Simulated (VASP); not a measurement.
# InGa3As4 (I-42m) in VASP: further runs

Runs on InGa3As4. Level: PBE. Tasks: single point, relaxation of cell and atoms.

Everything below comes from runs of VASP 6.6.1. Logs are shortened: lines on timing, memory, paths and dates and some standing lists are left out, and cuts for length are marked.

## (1) The cell of the first run

The structure is tetragonal, space group I-42m (No. 121). Conventional cell: a = 5.861 Å, b = 5.861 Å, c = 11.705 Å, α = 90.00°, β = 90.00°, γ = 90.00°. Within 3.5 Å of In (site symmetry -42m) lie 4 As at 2.66 Å. Ga (site symmetry -42m) has 4 As at 2.48 Å within 3.3 Å. Ga (site symmetry -4) has 4 As at 2.51 Å within 3.3 Å. As (site symmetry m) has 3 Ga at 2.48 to 2.51 Å and 1 In at 2.66 Å within 3.3 Å.

## (2) Single point, PBE

File INCAR:

```
SYSTEM = InGa3As4
ALGO = Normal ; EDIFF = 1E-6
ENCUT = 520 ; GGA = PE
ISIF = 2 ; ISMEAR = 0
LASPH = .TRUE. ; LCHARG = .TRUE.
LELF = .TRUE. ; LREAL = .FALSE.
LVHAR = .TRUE. ; LWAVE = .FALSE.
NBANDS = 46 ; NELM = 100
PREC = Accurate ; SIGMA = 0.1
```

File KPOINTS:

```
k-points
0
G
  4 4 4
  0 0 0
```

File POSCAR:

```
InGa3As4
1.0
   -2.9307129451      2.9307129451      5.8522843989
    2.9307129451     -2.9307129451      5.8522843989
    2.9307129451      2.9307129451     -5.8522843989
In Ga As
1 3 4
Direct
    0.5000000000      0.5000000000      0.0000000000
    0.0000000000      0.0000000000      0.0000000000
    0.2500000000      0.7500000000      0.5000000000
    0.7500000000      0.2500000000      0.5000000000
    0.6330371588      0.6330371588      0.5260212905
    0.1070158683      0.1070158683      0.4739787095
    0.8929841317      0.3669628412      0.0000000000
    0.3669628412      0.8929841317      0.0000000000
```

Potentials or basis: VASP PAW PBE potentials, release 64 (In_d, Ga_d, As).

On the command line:

```
cat potpaw_PBE.64/In_d/POTCAR potpaw_PBE.64/Ga_d/POTCAR potpaw_PBE.64/As/POTCAR > POTCAR
mpirun -np 1 vasp_std > vasp.out
```

OUTCAR:

```text
SYSTEM = InGa3As4
   EDIFF = 1E-6
   ENCUT = 520
   GGA = PE
   ISIF = 2
   ISMEAR = 0
   LASPH = .TRUE.
   LREAL = .FALSE.
   NELM = 100
   PREC = Accurate

 ion  position               nearest neighbor table
   1  0.500  0.500  0.000-   6 2.66   7 2.66   8 2.66   5 2.66
   2  0.000  0.000  0.000-   5 2.48   6 2.48   7 2.48   8 2.48
   3  0.250  0.750  0.500-   5 2.51   6 2.51   8 2.51   7 2.51
   4  0.750  0.250  0.500-   5 2.51   6 2.51   7 2.51   8 2.51
   5  0.633  0.633  0.526-   2 2.48   3 2.51   4 2.51   1 2.66
   6  0.107  0.107  0.474-   2 2.48   3 2.51   4 2.51   1 2.66
   7  0.893  0.367  0.000-   2 2.48   3 2.51   4 2.51   1 2.66
   8  0.367  0.893  0.000-   2 2.48   4 2.51   3 2.51   1 2.66

  LATTYP: Found a body centered tetragonal cell.
 ALAT       =     5.8614258902
 C/A-ratio  =     1.9968807961

  Lattice vectors:

 A1 = (  -2.9307129451,   2.9307129451,   5.8522843989)
 A2 = (   2.9307129451,  -2.9307129451,   5.8522843989)
 A3 = (   2.9307129451,   2.9307129451,  -5.8522843989)

Analysis of symmetry for initial positions (statically):
=====================================================================
 Subroutine PRICEL returns:
 Original cell was already a primitive cell.

 Routine SETGRP: Setting up the symmetry group for a
 body centered tetragonal supercell.

 Subroutine GETGRP returns: Found  8 space group operations
 (whereof  8 operations were pure point group operations)
 out of a pool of 16 trial point group operations.

The static configuration has the point symmetry D_2d.

Analysis of symmetry for dynamics (positions and initial velocities):
=====================================================================
 Subroutine PRICEL returns:
 Original cell was already a primitive cell.

 Routine SETGRP: Setting up the symmetry group for a
 body centered tetragonal supercell.

 Subroutine GETGRP returns: Found  8 space group operations
 (whereof  8 operations were pure point group operations)
 out of a pool of 16 trial point group operations.

The dynamic configuration has the point symmetry D_2d.

 Subroutine INISYM returns: Found  8 space group operations
 (whereof  8 operations are pure point group operations),
 and found     1 'primitive' translations

----------------------------------------------------------------------------------------

                                     Primitive cell

  volume of cell :     201.0629

  direct lattice vectors                    reciprocal lattice vectors
    -2.930712945  2.930712945  5.852284399     0.000000000  0.170606951  0.085436723
     2.930712945 -2.930712945  5.852284399     0.170606951  0.000000000  0.085436723
     2.930712945  2.930712945 -5.852284399     0.170606951  0.170606951  0.000000000

  length of vectors
     7.171289244  7.171289244  7.171289244     0.190803997  0.190803997  0.241274664

  position of ions in fractional coordinates (direct lattice)
     0.500000000  0.500000000  0.000000000
     0.000000000  0.000000000  0.000000000
     0.250000000  0.750000000  0.500000000
     0.750000000  0.250000000  0.500000000
     0.633037159  0.633037159  0.526021290
     0.107015868  0.107015868  0.473978710
     0.892984132  0.366962841  0.000000000
     0.366962841  0.892984132  0.000000000

  ion indices of the primitive-cell ions
   primitive index   ion index
                 1           1
                 2           2
                 3           3
                 4           4
                 5           5
                 6           6
                 7           7
                 8           8

----------------------------------------------------------------------------------------

 KPOINTS: k-points

Automatic generation of k-mesh.
 Grid dimensions read from file:
 generate k-points for:    4    4    4

 Generating k-lattice:

  Cartesian coordinates                     Fractional coordinates (reciprocal lattice)
     0.000000000  0.042651738  0.021359181     0.250000000  0.000000000  0.000000000
     0.042651738  0.000000000  0.021359181     0.000000000  0.250000000  0.000000000
     0.042651738  0.042651738  0.000000000     0.000000000  0.000000000  0.250000000

  Length of vectors
     0.047700999  0.047700999  0.060318666

  Shift w.r.t. Gamma in fractional coordinates (k-lattice)
     0.000000000  0.000000000  0.000000000

 Subroutine IBZKPT returns following result:
 ===========================================

 Found     13 irreducible k-points:

 Following reciprocal coordinates:
            Coordinates               Weight
  0.000000  0.000000  0.000000      1.000000
  0.250000 -0.000000  0.000000      8.000000
  0.500000 -0.000000  0.000000      4.000000
  0.250000  0.250000  0.000000      8.000000
  0.500000  0.250000  0.000000     16.000000
 -0.250000  0.250000  0.000000      4.000000
  0.500000  0.500000  0.000000      2.000000
  0.250000  0.250000  0.250000      2.000000
 -0.250000  0.250000  0.250000      4.000000
[... 47 lines left out ...]
   GGA     = PE    functional components
   LHFCALC =     F    Hartree Fock is set to
   AEXX    =    0.0000 exact exchange contribution
   IVDW    =     0    specifies the selected vdW correction
   LEPSILON=     F    determine dielectric tensor
   LRPA    =     F    only Hartree local field effects (RPA)
 non-spin polarized calculation
 Gauss-broadening in eV      SIGMA  =   0.10
  energy-cutoff  :      520.00
  volume of cell :      201.06
 maximum number of plane-waves:      5444
 NGX is ok and might be reduce to    54
   NGX = 27   NGY = 27   NGZ = 27

 number of electron      72.0000023 magnetization

 Free energy of the ion-electron system (eV)
  ---------------------------------------------------
  ext. energy  EPLUGINS =         0.00000000
  ---------------------------------------------------
  free energy    TOTEN  =       -32.44420127 eV

  energy without entropy =      -32.44176610  energy(sigma->0) =      -32.44298368

 E-fermi :   3.6357     XC(G=0):  -9.2224

 val. band max:        3.6171625989   @ k =   0.0000   0.0000   0.0000
 cond. band min:       4.3105091496   @ k =   0.5000   0.5000   0.0000
 fundamental gap:      0.6933465507
 Fermi energy:         3.6356816122

 k-point     1 :       0.0000    0.0000    0.0000
  band No.  band energies     occupation
      1     -11.1840      2.00000
      2     -11.1732      2.00000
      3     -11.1732      2.00000
      4     -11.1148      2.00000
      5     -11.1148      2.00000
      6     -11.0902      2.00000
[... 38 lines left out ...]
     45       8.2061      0.00000
     46       8.2061      0.00000

 k-point     2 :       0.2500   -0.0000    0.0000
  band No.  band energies     occupation
      1     -11.1782      2.00000
      2     -11.1722      2.00000
      3     -11.1671      2.00000
      4     -11.1249      2.00000
      5     -11.1130      2.00000
      6     -11.0966      2.00000
[... 38 lines left out ...]
     45       8.3963      0.00000
     46       8.6530      0.00000

 k-point     3 :       0.5000   -0.0000    0.0000
  band No.  band energies     occupation
      1     -11.1723      2.00000
      2     -11.1702      2.00000
      3     -11.1515      2.00000
      4     -11.1446      2.00000
      5     -11.1080      2.00000
      6     -11.1075      2.00000
[... 38 lines left out ...]
     45       8.5641      0.00000
     46       8.9027      0.00000

 k-point     4 :       0.2500    0.2500    0.0000
  band No.  band energies     occupation
      1     -11.1742      2.00000
      2     -11.1703      2.00000
      3     -11.1634      2.00000
      4     -11.1326      2.00000
      5     -11.1122      2.00000
      6     -11.1018      2.00000
[... 381 lines left out ...]
     45       8.6053      0.00000
     46       8.8519      0.00000

 k-point    12 :      -0.2500   -0.2500    0.2500
  band No.  band energies     occupation
      1     -11.1787      2.00000
      2     -11.1771      2.00000
      3     -11.1771      2.00000
      4     -11.1132      2.00000
      5     -11.1132      2.00000
      6     -11.0900      2.00000
[... 38 lines left out ...]
     45       8.2070      0.00000
     46       8.2070      0.00000

 k-point    13 :       0.5000    0.5000    0.5000
  band No.  band energies     occupation
      1     -11.1807      2.00000
      2     -11.1807      2.00000
      3     -11.1725      2.00000
      4     -11.1117      2.00000
      5     -11.1117      2.00000
      6     -11.0897      2.00000
[... 38 lines left out ...]
     45       9.8311      0.00000
     46       9.8855      0.00000

------------------------ aborting loop because EDIFF is reached ----------------------------------------

  FORCE on cell =-STRESS in cart. coord.  units (eV):
  Direction    XX          YY          ZZ          XY          YZ          ZX
  --------------------------------------------------------------------------------------
  -------------------------------------------------------------------------------------
  Total        0.1194436      0.1194436      0.1208687      0.0000000     -0.0000000      0.0000000
  in kB        0.9517908      0.9517908      0.9631470      0.0000000     -0.0000000      0.0000000
  external PRESSURE =       0.9555762 kB  Pullay stress =       0.0000000 kB

 VOLUME and BASIS-vectors are now :
 -----------------------------------------------------------------------------
  energy-cutoff  :      520.00
  volume of cell :      201.06
      direct lattice vectors                 reciprocal lattice vectors
    -2.930712945  2.930712945  5.852284399     0.000000000  0.170606951  0.085436723
     2.930712945 -2.930712945  5.852284399     0.170606951  0.000000000  0.085436723
     2.930712945  2.930712945 -5.852284399     0.170606951  0.170606951  0.000000000

 POSITION                                       TOTAL-FORCE (eV/Angst)
 -----------------------------------------------------------------------------------
      0.00000      0.00000      5.85228        -0.000000     -0.000000      0.000000
      0.00000      0.00000      0.00000        -0.000000      0.000000      0.000000
      2.93071      0.00000      2.92614        -0.000000      0.000000      0.000000
      0.00000      2.93071      2.92614        -0.000000     -0.000000      0.000000
      1.54162      1.54162      4.33100        -0.042629     -0.042629      0.032355
      1.38910      1.38910     -1.52128         0.042629      0.042629      0.032355
     -1.54162      1.54162      7.37357         0.042629     -0.042629     -0.032355
      1.54162     -1.54162      7.37357        -0.042629      0.042629     -0.032355
 -----------------------------------------------------------------------------------
    total drift:                               -0.000007     -0.000007      0.000001

  FREE ENERGIE OF THE ION-ELECTRON SYSTEM (eV)
  ---------------------------------------------------
  free  energy   TOTEN  =       -32.4442012671 eV

  energy  without entropy=      -32.4417661007  energy(sigma->0) =      -32.44298368
```

Wall time 3.2 min (1 thread of Intel Xeon Platinum 8259CL at 2.50GHz (Skylake/Cascade Lake), shared host); peak memory 0.46 GiB.

Results:

```
Free energy            : -32.4442 eV
Pressure               : 0.1 GPa
Largest force          : 0.068 eV/Å
Band gap on the k mesh : zero (filled and empty bands touch)
```

Forces in eV/Å, atoms in the order of the input:
```
In   0.000  0.000  0.000
Ga   0.000  0.000  0.000
Ga   0.000  0.000  0.000
Ga   0.000  0.000  0.000
As  -0.043 -0.043  0.032
As   0.043  0.043  0.032
As   0.043 -0.043 -0.032
As  -0.043  0.043 -0.032
```

Caveat: the k points lie up to 0.38 Å⁻¹ apart; spin-orbit coupling is left out, which moves the levels of the heavy elements.

## (3) Single point, PBE

This run uses another cell than the first one, of 22.08 Å³/atom, 0.879 times its volume.

File INCAR:

```
SYSTEM = InGa3As4
ALGO = Normal
EDIFF = 1E-7
ENCUT = 520
GGA = PE
ISIF = 2
ISMEAR = 0
LASPH = .TRUE.
LCHARG = .FALSE.
LREAL = .FALSE.
LWAVE = .FALSE.
NBANDS = 46
NELM = 60
PREC = Accurate
SIGMA = 0.1
```

KPOINTS is that of step 2.

File POSCAR:

```
InGa3As4
1.0
   -2.8054113500      2.8054113500      5.6108227000
    2.8054113500     -2.8054113500      5.6108227000
    2.8054113500      2.8054113500     -5.6108227000
In Ga As
1 3 4
Direct
    0.5000000000      0.5000000000      0.0000000000
    0.0000000000      0.0000000000      0.0000000000
    0.2500000000      0.7500000000      0.5000000000
    0.7500000000      0.2500000000      0.5000000000
    0.6250000000      0.6250000000      0.5000000000
    0.1250000000      0.1250000000      0.5000000000
    0.8750000000      0.3750000000      0.0000000000
    0.3750000000      0.8750000000      0.0000000000
```

Potentials or basis: VASP PAW PBE potentials, release 64 (In_d, Ga_d, As).

On the command line:

```
cat potpaw_PBE.64/In_d/POTCAR potpaw_PBE.64/Ga_d/POTCAR potpaw_PBE.64/As/POTCAR > POTCAR
mpirun -np 1 vasp_std > vasp.out
```

It took 3.8 min on 1 thread of Intel Xeon Platinum 8259CL at 2.50GHz (Skylake/Cascade Lake), shared host; peak memory 0.44 GiB.

The run converged. Its results:

| Item | Value |
| --- | --- |
| Free energy | -31.3652 eV |
| Pressure | 11.0 GPa |
| Largest force | 1.806 eV/Å |
| Band gap on the k mesh | 0.76 eV, direct |

Forces on the atoms (eV/Å):
```
In   0.000  0.000  0.000
Ga   0.000  0.000  0.000
Ga   0.000  0.000  0.000
Ga   0.000  0.000  0.000
As   1.057  1.057 -1.014
As  -1.057 -1.057 -1.014
As  -1.057  1.057  1.014
As   1.057 -1.057  1.014
```

Levels at points of the mesh, in eV from the valence-band top:
```tsv
k point	band 32	band 33	band 34	band 35	band 36	band 37	band 38	band 39	band 40	band 41
(0.00, 0.00, 0.00)	-2.88	-2.88	0.00	0.00	0.00	0.76	1.33	1.73	3.75	3.75
(0.50, 0.00, 0.00)	-2.49	-2.49	-2.47	-1.44	-1.34	3.00	3.14	3.25	3.46	3.59
(0.50, 0.50, 0.00)	-1.36	-1.28	-1.18	-1.18	-1.17	0.95	1.32	2.65	3.08	4.56
(0.50, 0.50, 0.50)	-2.84	-1.87	-1.87	-1.76	-1.76	1.33	1.33	1.54	1.70	1.91
```

Caveat: spin-orbit coupling is left out, which moves the levels of the heavy elements; forces of over 1 eV/Å act on the atoms, so gaps and moduli don't describe the material at rest.

## (4) Relaxation of cell and atoms, PBE

This run uses another cell than the first one, of 22.08 Å³/atom, 0.879 times its volume.

File INCAR:

```
SYSTEM = InGa3As4
  PREC = Accurate
  ENCUT = 600
  EDIFF = 1E-6
  ISMEAR = 0
  SIGMA = 0.1
  LREAL = .False.
  LASPH = .True.
  NELM = 60
  ALGO = Normal
  ISIF = 3
  LWAVE = .False.
  LCHARG = .False.
  GGA = PE
  IBRION = 2
  NSW = 90
  EDIFFG = -0.04
```

File KPOINTS:

```
regular mesh
0
Gamma
  4 4 4
  0 0 0
```

POSCAR is that of step 3.

On the command line:

```
cat potpaw_PBE.64/In_d/POTCAR potpaw_PBE.64/Ga_d/POTCAR potpaw_PBE.64/As/POTCAR > POTCAR
mpirun -np 1 vasp_std > vasp.out
```

It took 7.7 min on 1 thread of Intel Xeon 6975P-C (Granite Rapids), shared host; peak memory 0.53 GiB.

It converged, with:

```
Free energy                            : -32.4419 eV
Relaxed volume                         : 25.21 Å³/atom
Relaxed cell                           : a = 7.180 Å, b = 7.180 Å, c = 7.180 Å, α = 131.77°, β = 131.77°, γ = 70.58°
Space group after relaxing (to 0.05 Å) : I-42m (No. 121)
Energy gained by relaxing              : 134.6 meV/atom
Ionic steps                            : 7
Pressure after relaxing                : -0.1 GPa
Largest force after relaxing           : 0.022 eV/Å
Band gap on the k mesh                 : zero (filled and empty bands touch)
```

Forces in eV/Å, atoms in the order of the input:
```
In   0.000  0.000  0.000
Ga   0.000  0.000  0.000
Ga   0.000  0.000  0.000
Ga   0.000  0.000  0.000
As   0.004  0.004  0.022
As  -0.004 -0.004  0.022
As  -0.004  0.004 -0.022
As   0.004 -0.004 -0.022
```

The path:
```
step  energy change (eV)  largest force (eV/Å)  pressure (GPa)  volume (Å³)
   1              0.0000                1.8065           11.00       176.64
   2             -0.8556                0.1615           -3.73       218.27
   3             -1.0218                0.4869           -0.57       204.24
   4             -1.0612                0.2702           -0.20       202.33
   5             -1.0755                0.0544            0.34       200.22
   6             -1.0755                0.0597            0.31       200.30
   7             -1.0772                0.0223           -0.08       201.71
```

Final structure:
```
In Ga As
1.0
    -2.93333    2.93333    5.86058
     2.93333   -2.93333    5.86058
     2.93333    2.93333   -5.86058
In Ga As
1 3 4
Cartesian
  0.0000 0.0000 5.8606
  2.9333 -2.9333 5.8606
  2.9333 0.0000 2.9303
  0.0000 2.9333 2.9303
  1.5377 1.5377 4.3385
  1.3956 1.3956 -1.5221
  -1.5377 1.5377 7.3827
  1.5377 -1.5377 7.3827
```

Levels at points of the mesh, in eV from the Fermi level:
```tsv
k point	band 32	band 33	band 34	band 35	band 36	band 37	band 38	band 39	band 40	band 41
(0.00, 0.00, 0.00)	-2.38	-2.38	-0.15	-0.06	-0.02	-0.02	1.57	1.73	3.71	3.71
(0.50, 0.00, 0.00)	-2.20	-2.15	-1.82	-1.18	-1.13	2.57	2.98	3.01	3.13	3.32
(0.50, 0.50, 0.00)	-1.19	-1.12	-1.04	-0.87	-0.86	0.67	0.94	2.25	2.78	4.43
(0.50, 0.50, 0.50)	-2.30	-1.70	-1.70	-1.30	-1.30	1.58	1.58	1.64	1.85	1.97
```

Caveat: the k points lie up to 0.38 Å⁻¹ apart in the final cell; spin-orbit coupling is left out, which moves the levels of the heavy elements.

## (5) Overview

```csv
task,cell,cutoff (eV),gap on the mesh (eV),pressure (GPa),largest force (eV/Å)
single point,"a = 7.171 Å, angles 131.8, 131.8, 70.6°, 8 atoms",520,none,0.1,0.07
single point,"a = 6.872 Å, angles 131.8, 131.8, 70.5°, 8 atoms",520,0.76,11.0,1.81
relaxation of cell and atoms,"relaxed from a = 6.872 Å, angles 131.8, 131.8, 70.5°, 8 atoms",600,none,-0.1,0.02
```

Alike in all rows: level PBE; potentials or basis VASP PAW PBE potentials, release 64 (In_d, Ga_d, As); no spin polarisation; k mesh 4 × 4 × 4; smearing gaussian 0.1 eV.

Caveats: some runs use coarse meshes; spin-orbit coupling is left out, which moves the levels of the heavy elements; forces of over 1 eV/Å act on the atoms, so gaps and moduli don't describe the material at rest (some runs).

Absolute energies hang on the potentials; compare differences alone.
